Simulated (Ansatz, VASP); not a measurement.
# Pb: VASP beside Ansatz

Contents of INCAR:

```
SYSTEM = Pb
PREC     = Accurate       ! precision mode
ENCUT    = 500            ! plane-wave cutoff, eV
EDIFF    = 1E-6           ! SCF threshold, eV
ISMEAR   = 0              ! smearing method
SIGMA    = 0.05           ! smearing width, eV
LREAL    = .False.        ! projectors in reciprocal space
LASPH    = .True.         ! aspherical terms in the spheres
NELM     = 120            ! most SCF steps
ALGO     = Normal         ! electronic algorithm
ISIF     = 2              ! what is computed and relaxed
LWAVE    = .False.        ! write WAVECAR
LCHARG   = .False.        ! write CHGCAR
GGA      = PE             ! functional
NBANDS   = 13             ! bands
GGA_COMPAT= .False.
```

KPOINTS

```
regular mesh
0
Gamma
  8 8 8
  0 0 0
```

POSCAR

```
Pb
1.0
    0.0000000000      2.4894189087      2.4894189087
    2.4894189087      0.0000000000      2.4894189087
    2.4894189087      2.4894189087      0.0000000000
Pb
1
Direct
    0.0000000000      0.0000000000      0.0000000000
```

Input for Ansatz:

```yaml
crystal:
  lattice:
    - [0.0, 2.4894189087, 2.4894189087]
    - [2.4894189087, 0.0, 2.4894189087]
    - [2.4894189087, 2.4894189087, 0.0]
  atoms:
    - { symbol: Pb, position: [0.0, 0.0, 0.0] }
basis:
  ecutwfc: 420
  ecutrho_ratio: 4
kpoints:
  mp_grid: { grid: [8, 8, 8] }
hamiltonian:
  xc: pbe
scf:
  occupations: { method: gaussian, width: 0.05 }
output:
  forces: true
  stress: true
  eigenvalues: true
```

Alike in both runs: task single point; functional PBE; k mesh 8 × 8 × 8; occupations gaussian, width 0.05 eV; no spin polarisation.

```csv
,VASP,Ansatz
version,VASP 6.6.1,Ansatz 0.2.0
potentials or method,"VASP PAW PBE potentials, release 64 (Pb_d), cutoff 500 eV","scalar-relativistic, plane waves, PAW"
valence electrons in the cell,14,14
```

```tsv
	VASP	Ansatz	Ansatz less VASP
gap on the k mesh at the Fermi level (eV)	none	none	-
pressure (GPa)	1.7	1.7	+0.07
```

A gap of «none» marks a metal or a gap that the smearing closes.

Spin-orbit coupling is off throughout.
